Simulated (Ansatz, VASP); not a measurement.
MgS: VASP beside Ansatz

POSCAR

```
MgS
1.0
    0.0000000000      2.9158031465      2.9158031465
    2.9158031465      0.0000000000      2.9158031465
    2.9158031465      2.9158031465      0.0000000000
Mg S
1 1
Direct
    0.0000000000      0.0000000000      0.0000000000
    0.2500000000      0.2500000000      0.2500000000
```

Contents of INCAR.step1:

```
PREC = Accurate
ENCUT = 520
EDIFF = 1E-5
ISMEAR = 0
SIGMA = 0.01
LREAL = False
LASPH = True
NELM = 100
ALGO = Normal
ISIF = 2
LWAVE = True
LCHARG = False
NBANDS = 11
GGA = PE
```

File INCAR.step2:

```
PREC = Accurate
ENCUT = 520
EDIFF = 1E-7
ISMEAR = 0
SIGMA = 0.01
LREAL = False
LASPH = True
NELM = 100
ALGO = Normal
ISIF = 2
LWAVE = False
LCHARG = False
GGA = PE
LHFCALC = True
HFSCREEN = 0.2079
PRECFOCK = Normal
NBANDS = 11
ISTART = 1
```

File KPOINTS:

```
Automatic mesh
0
Gamma
  6 6 6
```

Input for Ansatz:

```yaml
crystal:
  lattice:
    - [0.0, 2.9158031465, 2.9158031465]
    - [2.9158031465, 0.0, 2.9158031465]
    - [2.9158031465, 2.9158031465, 0.0]
  atoms:
    - { symbol: Mg, position: [0.0, 0.0, 0.0] }
    - { symbol: S, position: [0.25, 0.25, 0.25] }
kpoints:
  mp_grid: { grid: [6, 6, 6] }
  band_path:
    path:
      - [0.0, 0.0, 0.0]
      - [-0.5, -0.5, 0.0]
      - [-0.375, -0.375, 0.25]
      - [-0.375, 0.0, 0.375]
      - [0.0, 0.0, 0.5]
      - [-0.5, -0.25, 0.25]
    npoints: 1
hamiltonian:
  xc: hse06
scf:
  occupations: { method: fixed }
  n_extra_bands: 4
output:
  forces: true
  stress: true
  eigenvalues: true
```

Change from the starting cell: hydrostatic strain +3.0%.

Alike in both runs: task single point; functional HSE06; k mesh 6 × 6 × 6; no spin polarisation.

```csv
,VASP,Ansatz
version,VASP 6.6.1,Ansatz 0.2.0
potentials or method,"VASP PAW PBE potentials, release 64 (Mg, S)","plane waves, PAW"
plane-wave cutoff (eV),520,420
occupations,"gaussian, width 0.01 eV",fixed
valence electrons in the cell,8,16
```

VASP gave:

- gap on the k mesh at the Fermi level (eV): 4.05
- pressure (GPa): -4.5

Problem. Which values does Ansatz return?

Solution. gap on the k mesh at the Fermi level (eV): 4.07; pressure (GPa): -4.4.

VASP's potentials hold 8 valence electrons a cell and Ansatz's 16, so a difference there can come from the potentials and not from the codes. Ansatz's warnings: stress exchange threshold loose, stress scf threshold loose.
